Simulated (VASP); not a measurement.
A run of VASP 6.6.1:

Contents of POSCAR:

```
Pt
1.0
    0.0000000000      1.9715751809      1.9715751809
    1.9715751809      0.0000000000      1.9715751809
    1.9715751809      1.9715751809      0.0000000000
Pt
1
Direct
    0.0000000000      0.0000000000      0.0000000000
```

INCAR.step1

```
PREC     = Accurate       # precision mode
ENCUT    = 600            # plane-wave cutoff, eV
ISMEAR   = 0              # smearing method
SIGMA    = 0.1            # smearing width, eV
LREAL    = F              # projectors in reciprocal space
LASPH    = T              # aspherical terms in the spheres
NELM     = 80             # most SCF steps
GGA      = PE             # functional
ALGO     = Normal         # electronic algorithm
EDIFF    = 1E-4           # SCF threshold, eV
LWAVE    = T              # write WAVECAR
LCHARG   = F              # write CHGCAR
```

INCAR.step2

```
PREC     = Accurate       # precision mode
ENCUT    = 600            # plane-wave cutoff, eV
EDIFF    = 1E-6           # SCF threshold, eV
ISMEAR   = 0              # smearing method
SIGMA    = 0.1            # smearing width, eV
LREAL    = F              # projectors in reciprocal space
LASPH    = T              # aspherical terms in the spheres
NELM     = 80             # most SCF steps
ALGO     = Normal         # electronic algorithm
ISIF     = 3              # what is computed and relaxed
LWAVE    = F              # write WAVECAR
LCHARG   = F              # write CHGCAR
METAGGA  = R2SCAN         # meta-GGA
LMIXTAU  = T            
IBRION   = 2              # ionic algorithm
NSW      = 100            # ionic steps
EDIFFG   = -0.005         # ionic threshold
ISTART   = 1
```

KPOINTS

```
Automatic mesh
0
Gamma
  18 18 18
```

Potentials or basis: VASP PAW PBE potentials, release 64 (Pt).

Command:

```console
$ cat potpaw_PBE.64/Pt/POTCAR > POTCAR
$ cp INCAR.step1 INCAR
$ mpirun -np 1 vasp_std > vasp.out
$ cp INCAR.step2 INCAR
$ mpirun -np 1 vasp_std > vasp.out
```

Hardware: 1 thread of Intel(R) Xeon(R) Platinum 8259CL CPU @ 2.50GHz (Skylake/Cascade Lake), on a shared host.

Question: How long does it take, and how much memory?

Answer: Run time: 4.4 min on 1 thread of Intel(R) Xeon(R) Platinum 8259CL CPU @ 2.50GHz (Skylake/Cascade Lake), with other jobs on the host, peak memory 0.18 GiB. Counts: k points 195, ion steps 3.
